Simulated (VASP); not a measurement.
A run of VASP 6.6.1:

POSCAR

```
H21ClO10
1.0
    7.0540040000      0.0000000000      0.0000000000
    0.0000000000      7.0540040000      0.0000000000
    0.0000000000      0.0000000000      7.0540040000
O H Cl
10 21 1
Direct
    0.3558688087      0.3195490107      0.2650267848
    0.6909267417      0.7647571507      0.0637226744
    0.4708106205      0.7905297474      0.6793588436
    0.3622906933     -0.0399064134      1.0030757000
    0.3700168018      0.4445702044      0.8722989100
    0.9277567747      0.5578959127      0.6293446956
    0.7135947187      0.2647999633      0.8859790837
    0.9547768898      0.4750068188      0.2283667545
    0.2437339134      0.9192651436      0.3705129739
    1.0315134497      1.0311590410      0.8107310401
    0.3596538930      0.2612417005      0.1402182363
    0.3426989834      0.2128011268      0.3449246697
    0.6857523755      0.8847315652     -0.0070598202
    0.8176916259      0.7253469094      0.0227388587
    0.3761835122      0.8225682889      0.5779837947
    0.5808474166      0.8610854204      0.6475754763
    0.2384036074      0.0073291708      0.9635378715
    0.4151968159     -0.0873546428      0.8852986191
    0.4060814255      0.5682446452      0.8229085212
    0.2480718752      0.4224125759      0.8025938176
    0.8998719025      0.5242979732      0.4982418496
    0.8363051680      0.4724267239      0.6935918948
    0.7660897272      0.3531894793      0.9736456061
    0.5772466248      0.2888997511      0.8964837559
    0.8851001502      0.3851287864      0.3104194440
    1.0831437011      0.4363904529      0.2394810097
    0.1061241247      0.8962994634      0.3875812943
    0.2813012298      0.8887576474      0.2375246739
    1.0115531548      0.9184287392      0.7369856893
    0.9130275514      1.1059676178      0.8027497574
    0.7482842369      0.8553581767      0.2729088331
    0.7772181587      0.9849016247      0.4202719477
```

Contents of INCAR.step1:

```
PREC     = Accurate       # precision mode
ENCUT    = 520            # plane-wave cutoff, eV
ISMEAR   = -1             # smearing method
SIGMA    = 0.02           # smearing width, eV
LREAL    = Auto         
LASPH    = T              # aspherical terms in the spheres
NELM     = 80             # most SCF steps
NBANDS   = 66             # bands
GGA      = PE             # functional
ALGO     = Normal         # electronic algorithm
EDIFF    = 1E-4           # SCF threshold, eV
LWAVE    = T              # write WAVECAR
LCHARG   = F              # write CHGCAR
```

INCAR.step2

```
PREC     = Accurate       # precision mode
ENCUT    = 520            # plane-wave cutoff, eV
EDIFF    = 1E-6           # SCF threshold, eV
ISMEAR   = -1             # smearing method
SIGMA    = 0.02           # smearing width, eV
LREAL    = Auto         
LASPH    = T              # aspherical terms in the spheres
NELM     = 80             # most SCF steps
ALGO     = Normal         # electronic algorithm
ISIF     = 2              # what is computed and relaxed
LWAVE    = F              # write WAVECAR
LCHARG   = T              # write CHGCAR
METAGGA  = R2SCAN         # meta-GGA
LMIXTAU  = T            
LELF     = T              # ELF
LVHAR    = T            
NBANDS   = 66             # bands
ISTART   = 1
```

KPOINTS

```
Automatic mesh
0
Gamma
  1 1 1
```

Potentials or basis: VASP PAW PBE potentials, release 64 (O, H, Cl).

Command:

```sh
$ cat potpaw_PBE.64/O/POTCAR potpaw_PBE.64/H/POTCAR potpaw_PBE.64/Cl/POTCAR > POTCAR
$ cp INCAR.step1 INCAR
$ mpirun -np 1 vasp_gam > vasp.out
$ cp INCAR.step2 INCAR
$ mpirun -np 1 vasp_gam > vasp.out
```

Hardware: 1 thread of Intel(R) Xeon(R) 6975P-C (Granite Rapids), with other jobs on the host.

Estimate the wall time of this run.

It took 87 s on 1 thread of Intel(R) Xeon(R) 6975P-C (Granite Rapids), with other jobs on the host, peak memory 0.41 GiB. Counts: k points 1.
